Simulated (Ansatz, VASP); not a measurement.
MgI2: VASP beside Ansatz

File INCAR:

```
SYSTEM = MgI2
PREC = Accurate
ENCUT = 520
EDIFF = 1E-7
ISMEAR = 0
SIGMA = 0.05
LREAL = .False.
LASPH = .True.
NELM = 60
ALGO = Normal
ISIF = 2
LWAVE = .False.
LCHARG = .False.
GGA = PE
NBANDS = 15
```

KPOINTS

```
regular mesh
0
Gamma
  6 6 4
  0 0 0
```

Contents of POSCAR:

```
MgI2
1.0
    4.0913946196      0.0000000000      0.0000000000
   -2.0456973098      3.5432516774      0.0000000000
    0.0000000000      0.0000000000      6.9649300000
Mg I
1 2
Direct
    0.0000000000      0.0000000000      0.0000000000
    0.3333333333      0.6666666667      0.7576300000
    0.6666666667      0.3333333333      0.2423700000
```

Input for Ansatz:

```yaml
crystal:
  lattice:
    - [4.0913946196, 0.0, 0.0]
    - [-2.0456973098, 3.5432516774, 0.0]
    - [0.0, 0.0, 6.96493]
  atoms:
    - { symbol: Mg, position: [0.0, 0.0, 0.0] }
    - { symbol: I, position: [0.3333333333, 0.6666666667, 0.75763] }
    - { symbol: I, position: [0.6666666667, 0.3333333333, 0.24237] }
basis:
  ecutwfc: 420
kpoints:
  mp_grid: { grid: [6, 6, 4] }
hamiltonian:
  xc: pbe
scf:
  occupations: { method: gaussian, width: 0.05 }
output:
  forces: true
  stress: true
  eigenvalues: true
```

Change from the starting cell: strain -0.015 along x and y, +0.015 along z, atoms carried along.

Alike in both runs: task single point; functional PBE; k mesh 6 × 6 × 4; occupations gaussian, width 0.05 eV; no spin polarisation.

```csv
,VASP,Ansatz
version,VASP 6.6.1,Ansatz 0.2.0
potentials or method,"VASP PAW PBE potentials, release 64 (Mg, I), cutoff 520 eV","scalar-relativistic, plane waves, PAW"
valence electrons in the cell,16,44
```

Ansatz gave:

* gap on the k mesh at the Fermi level (eV): 3.56
* least direct gap on the mesh (eV): 3.83
* pressure (GPa): 1.8
* traceless stress, the component that is largest in VASP (GPa): -0.49
* rms of the force components (eV/Å): 0.016

Estimate VASP's values.

gap on the k mesh at the Fermi level (eV): 3.54; least direct gap on the mesh (eV): 3.81; pressure (GPa): 1.8; traceless stress, the component that is largest in VASP (GPa): -0.49; rms of the force components (eV/Å): 0.012.

Atom by atom the forces differ by 0.005 eV/Å (rms over components). VASP's potentials hold 16 valence electrons a cell and Ansatz's 44, so a difference there can come from the potentials and not from the codes.

Spin-orbit coupling is off throughout.
